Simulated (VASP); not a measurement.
# BN (Pm) in VASP: single point with PBE

Aim: the single point of BN with PBE.

Everything below comes from runs of VASP 6.6.1. Logs are shortened: lines on timing, memory, paths and dates and some standing lists are left out, and cuts for length are marked.

### 1 The cell of the first run

It takes space group Pm (No. 6, monoclinic). The conventional cell has a = 2.504 Å, b = 6.661 Å, c = 2.504 Å, α = 90.00°, β = 120.00°, γ = 90.00°. Within 1.6 Å of B (site symmetry m) lie 2 N at 1.16 to 1.50 Å. B (site symmetry m) has 3 N at 1.45 Å within 1.9 Å. Within 1.9 Å of N (site symmetry m) lie 3 B at 1.45 Å. N (site symmetry m) has 2 B at 1.16 to 1.50 Å within 1.6 Å.

### 2 Single point, PBE (atom 1 (B) moved by (-0.150, +0.300) A along x and y)

INCAR reads:

```
SYSTEM = BN
PREC = Accurate ; ENCUT = 520
EDIFF = 1E-7 ; ISMEAR = 0
SIGMA = 0.05 ; LREAL = .FALSE.
LASPH = .TRUE. ; NELM = 100
ALGO = Normal ; ISIF = 2
LWAVE = .FALSE. ; LCHARG = .FALSE.
GGA = PE ; NBANDS = 16
```

KPOINTS reads:

```
Automatic mesh
0
G
  12 12 4
  0 0 0
```

POSCAR reads:

```
BN
1.0
    2.5039917043      0.0000000000      0.0000000000
   -1.2519958522      2.1685204268      0.0000000000
    0.0000000000      0.0000000000      6.6612000000
B N
2 2
Direct
    0.3426005688      0.8050098413      0.2500000000
    0.6666666667      0.3333333333      0.7500000000
    0.3333333333      0.6666666667      0.7500000000
    0.6666666667      0.3333333333      0.2500000000
```

Potentials or basis: VASP PAW PBE potentials, release 64 (B, N).

The run is started by

```bash
$ cat potpaw_PBE.64/B/POTCAR potpaw_PBE.64/N/POTCAR > POTCAR
$ mpirun -np 1 vasp_std > vasp.out
```

OUTCAR:

```text
SYSTEM = BN
   PREC = Accurate
   ENCUT = 520
   EDIFF = 1E-7
   ISMEAR = 0
   LREAL = .FALSE.
   LASPH = .TRUE.
   NELM = 100
   ISIF = 2
   GGA = PE

 ion  position               nearest neighbor table
   1  0.343  0.805  0.250-   4 1.16   4 1.50   4 1.74
   2  0.667  0.333  0.750-   3 1.45   3 1.45   3 1.45
   3  0.333  0.667  0.750-   2 1.45   2 1.45   2 1.45
   4  0.667  0.333  0.250-   1 1.16   1 1.50   1 1.74

  LATTYP: Found a hexagonal cell.
 ALAT       =     2.5039917043
 C/A-ratio  =     2.6602324555

  Lattice vectors:

 A1 = (   2.5039917043,   0.0000000000,   0.0000000000)
 A2 = (  -1.2519958522,   2.1685204268,   0.0000000000)
 A3 = (   0.0000000000,   0.0000000000,   6.6612000000)

Analysis of symmetry for initial positions (statically):
=====================================================================
 Subroutine PRICEL returns:
 Original cell was already a primitive cell.

 Routine SETGRP: Setting up the symmetry group for a
 hexagonal supercell.

 Subroutine GETGRP returns: Found  2 space group operations
 (whereof  1 operations were pure point group operations)
 out of a pool of 24 trial point group operations.

The static configuration has the point symmetry C_1 .
 The point group associated with its full space group is C_1h.

Analysis of symmetry for dynamics (positions and initial velocities):
=====================================================================
 Subroutine PRICEL returns:
 Original cell was already a primitive cell.

 Routine SETGRP: Setting up the symmetry group for a
 hexagonal supercell.

 Subroutine GETGRP returns: Found  2 space group operations
 (whereof  1 operations were pure point group operations)
 out of a pool of 24 trial point group operations.

The dynamic configuration has the point symmetry C_1 .
 The point group associated with its full space group is C_1h.

 Subroutine INISYM returns: Found  2 space group operations
 (whereof  1 operations are pure point group operations),
 and found     1 'primitive' translations

----------------------------------------------------------------------------------------

                                     Primitive cell

  volume of cell :      36.1700

  direct lattice vectors                    reciprocal lattice vectors
     2.503991704  0.000000000  0.000000000     0.399362345  0.230571958  0.000000000
    -1.251995852  2.168520427  0.000000000     0.000000000  0.461143915  0.000000000
     0.000000000  0.000000000  6.661200000     0.000000000  0.000000000  0.150123101

  length of vectors
     2.503991704  2.503991704  6.661200000     0.461143915  0.461143915  0.150123101

  position of ions in fractional coordinates (direct lattice)
     0.342600569  0.805009841  0.250000000
     0.666666667  0.333333333  0.750000000
     0.333333333  0.666666667  0.750000000
     0.666666667  0.333333333  0.250000000

  ion indices of the primitive-cell ions
   primitive index   ion index
                 1           1
                 2           2
                 3           3
                 4           4

----------------------------------------------------------------------------------------

 KPOINTS: Automatic mesh

Automatic generation of k-mesh.
 Grid dimensions read from file:
 generate k-points for:   12   12    4

 Generating k-lattice:

  Cartesian coordinates                     Fractional coordinates (reciprocal lattice)
     0.033280195  0.019214330  0.000000000     0.083333333 -0.000000000  0.000000000
     0.000000000  0.038428660  0.000000000     0.000000000  0.083333333  0.000000000
     0.000000000  0.000000000  0.037530775     0.000000000  0.000000000  0.250000000

  Length of vectors
     0.038428660  0.038428660  0.037530775

  Shift w.r.t. Gamma in fractional coordinates (k-lattice)
     0.000000000  0.000000000  0.000000000

 Subroutine IBZKPT returns following result:
 ===========================================

 Found    222 irreducible k-points:

 Following reciprocal coordinates:
            Coordinates               Weight
  0.000000  0.000000  0.000000      1.000000
  0.083333  0.000000  0.000000      2.000000
  0.000000  0.083333  0.000000      2.000000
 -0.083333  0.083333  0.000000      2.000000
  0.166667  0.000000  0.000000      2.000000
  0.000000  0.166667  0.000000      2.000000
[... 16 lines left out ...]
  0.166667  0.083333  0.000000      2.000000
 -0.083333  0.250000  0.000000      2.000000
 [... further k-points ...]
   k-points           NKPTS =    222   k-points in BZ     NKDIM =    222   number of bands    NBANDS=     16
   number of dos      NEDOS =    301   number of ions     NIONS =      4
   total plane-waves  NPLWV =  20000
   dimension x,y,z NGX =    20 NGY =   20 NGZ =   50
   dimension x,y,z NGXF=    40 NGYF=   40 NGZF=  100
   ions per type =               2   2
   NGX,Y,Z   is equivalent  to a cutoff of  13.28, 13.28, 12.48 a.u.
   NGXF,Y,Z  is equivalent  to a cutoff of  26.56, 26.56, 24.96 a.u.
 SYSTEM =  BN
   PREC   = accura    normal or accurate (medium, high low for compatibility)
   ISTART =      0    job   : 0-new  1-cont  2-samecut
   ICHARG =      2    charge: 1-file 2-atom 10-const
   ISPIN  =      1    spin polarized calculation?
   LNONCOLLINEAR =      F non collinear calculations
   LSORBIT =      F    spin-orbit coupling
   LASPH  =      T    aspherical Exc in radial PAW
   ENCUT  =  520.0 eV  38.22 Ry    6.18 a.u.   4.66  4.66 12.39*2*pi/ulx,y,z
   NELM   =    100;   NELMIN=  2; NELMDL= -5     # of ELM steps
   EDIFF  = 0.1E-06   stopping-criterion for ELM
   LREAL  =      F    real-space projection
   EDIFFG = 0.1E-05   stopping-criterion for IOM
   NSW    =      0    number of steps for IOM
   IBRION =     -1    ionic relax: 0-MD 1-quasi-New 2-CG
   NFREE  =      0    steps in history (QN), initial steepest desc. (CG)
   ISIF   =      2    stress and relaxation
   ISYM   =      2    0-nonsym 1-usesym 2-fastsym
   POTIM  = 0.5000    time-step for ionic-motion
   TEBEG  =    0.0;   TEEND  =   0.0 temperature during run
   PSTRESS=    0.0 pullay stress
   NELECT =      16.0000    total number of electrons
   NUPDOWN=      -1.0000    fix difference up-down
   EMIN   =  10.00;   EMAX   =-10.00  energy-range for DOS
   EFERMI =   0.00;   METHOD = LEGACY
   ISMEAR =     0;   SIGMA  =   0.05  broadening in eV -4-tet -1-fermi 0-gaus
   EFERMI_NEDOS =   21; number of points for ismear=-14 and -15
   IALGO  =     38    algorithm
   IMIX   =      4    mixing-type and parameters
     AMIX     =   0.40;   BMIX     =  1.00
     AMIX_MAG =   1.60;   BMIX_MAG =  1.00
  volume/ion in A,a.u.               =       9.04        61.02
  Fermi-wavevector in a.u.,A,eV,Ry     =   1.247379  2.357205 21.170055  1.555955
  Thomas-Fermi vector in A             =   2.381514
   LORBIT       =      0    0 simple, 1 ext, 2 COOP (PROOUT), +10 PAW based schemes
   GGA     = PE    functional components
   LHFCALC =     F    Hartree Fock is set to
   AEXX    =    0.0000 exact exchange contribution
   IVDW    =     0    specifies the selected vdW correction
   LEPSILON=     F    determine dielectric tensor
   LRPA    =     F    only Hartree local field effects (RPA)
 non-spin polarized calculation
 Gauss-broadening in eV      SIGMA  =   0.05
  energy-cutoff  :      520.00
  volume of cell :       36.17
 maximum number of plane-waves:       992
   NGX =  9   NGY =  9   NGZ = 25

 number of electron      15.9999998 magnetization

 Free energy of the ion-electron system (eV)
  ---------------------------------------------------
  ext. energy  EPLUGINS =         0.00000000
  ---------------------------------------------------
  free energy    TOTEN  =       -32.52268951 eV

  energy without entropy =      -32.52268951  energy(sigma->0) =      -32.52268951

 E-fermi :   4.1078     XC(G=0): -10.0081

 val. band max:        3.8777236464   @ k =   0.0000   0.0000   0.5000
 cond. band min:       5.9500753888   @ k =   0.0000   0.5000   0.5000
 fundamental gap:      2.0723517424
 Fermi energy:         4.1078065738

 k-point     1 :       0.0000    0.0000    0.0000
  band No.  band energies     occupation
      1     -15.6161      2.00000
      2     -15.3196      2.00000
      3      -4.0965      2.00000
      4      -2.3613      2.00000
      5      -2.0580      2.00000
      6       0.8254      2.00000
[... 8 lines left out ...]
     15      15.6068      0.00000
     16      16.4197      0.00000

 k-point     2 :       0.0833    0.0000    0.0000
  band No.  band energies     occupation
      1     -15.4846      2.00000
      2     -15.1967      2.00000
      3      -3.9127      2.00000
      4      -2.5968      2.00000
      5      -1.8935      2.00000
      6       0.2653      2.00000
[... 8 lines left out ...]
     15      15.0874      0.00000
     16      16.8771      0.00000

 k-point     3 :       0.0000    0.0833    0.0000
  band No.  band energies     occupation
      1     -15.4880      2.00000
      2     -15.2029      2.00000
      3      -3.9074      2.00000
      4      -2.6162      2.00000
      5      -1.8874      2.00000
      6       0.2653      2.00000
[... 8 lines left out ...]
     15      15.0032      0.00000
     16      16.7091      0.00000

 k-point     4 :      -0.0833    0.0833    0.0000
  band No.  band energies     occupation
      1     -15.4797      2.00000
      2     -15.1870      2.00000
      3      -3.9200      2.00000
      4      -2.5067      2.00000
      5      -1.9028      2.00000
      6       0.2652      2.00000
[... 8 lines left out ...]
     15      15.1829      0.00000
     16      16.8394      0.00000

 k-point     5 :       0.1667    0.0000    0.0000
  band No.  band energies     occupation
      1     -15.0999      2.00000
      2     -14.8350      2.00000
      3      -3.3688      2.00000
      4      -3.2460      2.00000
      5      -1.4106      2.00000
      6      -1.1469      2.00000
[... 8 lines left out ...]
     15      15.9511      0.00000
     16      17.9430      0.00000

 k-point     6 :       0.0000    0.1667    0.0000
  band No.  band energies     occupation
      1     -15.1175      2.00000
      2     -14.8565      2.00000
      3      -3.3456      2.00000
      4      -3.3189      2.00000
      5      -1.3847      2.00000
      6      -1.1469      2.00000
[... 8 lines left out ...]
     15      15.9517      0.00000
     16      17.5440      0.00000
[... 267 lines left out ...]
 k-point    21 :      -0.0833    0.1667    0.0000
  band No.  band energies     occupation
      1     -15.2225      2.00000
      2     -14.9481      2.00000
      3      -3.5527      2.00000
      4      -2.9165      2.00000
      5      -1.5763      2.00000
      6      -0.6530      2.00000
[... 8 lines left out ...]
     15      15.3454      0.00000
     16      17.4304      0.00000

 k-point    22 :      -0.1667    0.0833    0.0000
  band No.  band energies     occupation
      1     -15.2127      2.00000
      2     -14.9296      2.00000
      3      -3.5691      2.00000
      4      -2.8857      2.00000
      5      -1.5939      2.00000
      6      -0.6529      2.00000
[... 8 lines left out ...]
     15      15.6441      0.00000
     16      17.7759      0.00000

 k-point    23 :       0.1667    0.0833    0.0000
  band No.  band energies     occupation
      1     -14.7615      2.00000
      2     -14.5085      2.00000
      3      -3.8411      2.00000
      4      -2.8060      2.00000
      5      -2.1417      2.00000
      6      -0.9097      2.00000
[... 8 lines left out ...]
     15      17.0684      0.00000
     16      17.6565      0.00000

 k-point    24 :      -0.0833    0.2500    0.0000
  band No.  band energies     occupation
      1     -14.7399      2.00000
      2     -14.4925      2.00000
      3      -3.7620      2.00000
      4      -2.8236      2.00000
      5      -2.1419      2.00000
      6      -0.9349      2.00000
[... 8 lines left out ...]
     15      16.6127      0.00000
     16      17.5990      0.00000

 [... further k-points ...]

------------------------ aborting loop because EDIFF is reached ----------------------------------------

  FORCE on cell =-STRESS in cart. coord.  units (eV):
  Direction    XX          YY          ZZ          XY          YZ          ZX
  --------------------------------------------------------------------------------------
  -------------------------------------------------------------------------------------
  Total        1.3856873     16.5563133      0.5759369      1.9001597      0.0000000      0.0000000
  in kB       61.3800102    733.3737187     25.5115372     84.1689312      0.0000000      0.0000000
  external PRESSURE =     273.4217554 kB  Pullay stress =       0.0000000 kB

 VOLUME and BASIS-vectors are now :
 -----------------------------------------------------------------------------
  energy-cutoff  :      520.00
  volume of cell :       36.17
      direct lattice vectors                 reciprocal lattice vectors
     2.503991704  0.000000000  0.000000000     0.399362345  0.230571958  0.000000000
    -1.251995852  2.168520427  0.000000000     0.000000000  0.461143915  0.000000000
     0.000000000  0.000000000  6.661200000     0.000000000  0.000000000  0.150123101

 POSITION                                       TOTAL-FORCE (eV/Angst)
 -----------------------------------------------------------------------------------
     -0.15000      1.74568      1.66530        -0.447033    -19.656269      0.000000
      1.25200      0.72284      4.99590         0.000376      0.000543      0.000000
     -0.00000      1.44568      4.99590        -0.006875     -0.004104      0.000000
      1.25200      0.72284      1.66530         0.453532     19.659829      0.000000
 -----------------------------------------------------------------------------------
    total drift:                                0.000005     -0.000145      0.000000

  FREE ENERGIE OF THE ION-ELECTRON SYSTEM (eV)
  ---------------------------------------------------
  free  energy   TOTEN  =       -32.5226895094 eV

  energy  without entropy=      -32.5226895094  energy(sigma->0) =      -32.52268951
```

It took 85 s on 1 thread of Intel Xeon Platinum 8488C (Sapphire Rapids), shared host; peak memory 0.22 GiB.

What came out:

- Free energy: -32.5227 eV
- Pressure: 27.3 GPa
- Largest force: 19.665 eV/Å
- Band gap on the k mesh: 2.07 eV, indirect (least direct gap 3.55 eV)

Forces in eV/Å, atoms in the order of the input:
```
B    -0.447 -19.656   0.000
B     0.000   0.001   0.000
N    -0.007  -0.004   0.000
N     0.454  19.660   0.000
```

Stress tensor (GPa, compression positive):
```
 6.14  8.42  0.00
 8.42 73.34  0.00
 0.00  0.00  2.55
```

Levels at points of the mesh, in eV from the valence-band top:
| k point | band 5 | band 6 | band 7 | band 8 | band 9 | band 10 | band 11 | band 12 |
| --- | --- | --- | --- | --- | --- | --- | --- | --- |
| (0.00, 0.00, 0.00) | -5.94 | -3.05 | -3.05 | 0.00 | 3.54 | 6.82 | 8.61 | 9.87 |
| (0.50, 0.00, 0.00) | -5.85 | -4.34 | -3.42 | -2.33 | 2.68 | 4.34 | 4.97 | 8.00 |
| (0.00, 0.50, 0.00) | -5.85 | -4.31 | -2.88 | -2.22 | 2.19 | 3.38 | 7.89 | 8.19 |
| (0.50, 0.50, 0.00) | -7.11 | -5.85 | -4.01 | -2.48 | 3.00 | 6.09 | 6.95 | 8.06 |
| (0.00, 0.00, 0.50) | -6.21 | -3.05 | -3.05 | 0.00 | 5.66 | 5.82 | 7.06 | 9.87 |
| (0.50, 0.00, 0.50) | -5.85 | -4.36 | -3.09 | -2.64 | 3.01 | 3.59 | 5.03 | 8.17 |
| (0.00, 0.50, 0.50) | -5.85 | -4.32 | -2.64 | -2.32 | 2.07 | 2.98 | 8.17 | 8.20 |
| (0.50, 0.50, 0.50) | -7.11 | -5.85 | -3.83 | -2.65 | 3.01 | 5.57 | 7.16 | 8.19 |

Caveat: the cell differs from its parent crystal (atom 1 (B) moved by (-0.150, +0.300) A along x and y); this functional lacks dispersion, which binds the layers, so the pressure and a relaxed spacing across them are unreliable; forces of over 1 eV/Å act on the atoms, so gaps and moduli don't describe the material at rest.
